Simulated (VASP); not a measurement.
Wanted: the native input for a VASP 6.6.1 run.

```
Task                   : single point
Functional             : PBEsol
Potentials or basis    : VASP PAW PBE potentials, release 64 (Te, Bi_d)
Cutoff                 : 520 eV
k mesh                 : 9 × 9 × 1
Occupations            : gaussian, width 0.05 eV
Spin                   : no spin polarisation
Dipole correction      : yes
Further INCAR settings : ALGO = Normal; EDIFF = 1e-06; NBANDS = 36
```

The structure of BiTe2 lies in POSCAR:

```
BiTe2
1.0
    4.3808388080      0.0000000000      0.0000000000
   -2.1904194040      3.7939176976      0.0000000000
    0.0000000000      0.0000000000     25.1077656495
Te Bi
4 2
Direct
    0.6666666667      0.3333333333      0.2987123627
    0.3333333333      0.6666666667      0.4476575435
    0.6666666667      0.3333333333      0.5523424565
    0.3333333333      0.6666666667      0.7012876373
    0.0000000000      0.0000000000      0.3790161249
    0.0000000000      0.0000000000      0.6209838751
```

These files were run (other wordings do the same):

INCAR

```
SYSTEM = BiTe2
PREC     = Accurate       ! precision mode
ENCUT    = 520            ! plane-wave cutoff, eV
EDIFF    = 1E-6           ! SCF threshold, eV
ISMEAR   = 0              ! smearing method
SIGMA    = 0.05           ! smearing width, eV
LREAL    = .False.        ! projectors in reciprocal space
LASPH    = .True.         ! aspherical terms in the spheres
NELM     = 60             ! most SCF steps
ALGO     = Normal         ! electronic algorithm
ISIF     = 2              ! what is computed and relaxed
LWAVE    = .False.        ! write WAVECAR
LCHARG   = .False.        ! write CHGCAR
LDIPOL   = .True.       
IDIPOL   = 3            
DIPOL    = 0.5 0.5 0.500
GGA      = PS             ! functional
NBANDS   = 36             ! bands
```

KPOINTS

```
regular mesh
0
Gamma
  9 9 1
  0 0 0
```

Potentials or basis: VASP PAW PBE potentials, release 64 (Te, Bi_d).

Command:

```bash
$ cat potpaw_PBE.64/Te/POTCAR potpaw_PBE.64/Bi_d/POTCAR > POTCAR
$ mpirun -np 1 vasp_std > vasp.out
```

It gave:

The largest force is 1.075 eV/Å and the band gap on the k mesh is zero (bands 27 and 28 overlap by 0.29 eV).

Caveat: the PAW data sets were made with another functional, which shifts forces and pressure a little; spin-orbit coupling is left out, which moves the levels of the heavy elements.

Wall time 4.1 min on 1 thread of Intel(R) Xeon(R) 6975P-C (Granite Rapids), on a shared host, peak memory 0.6 GiB.
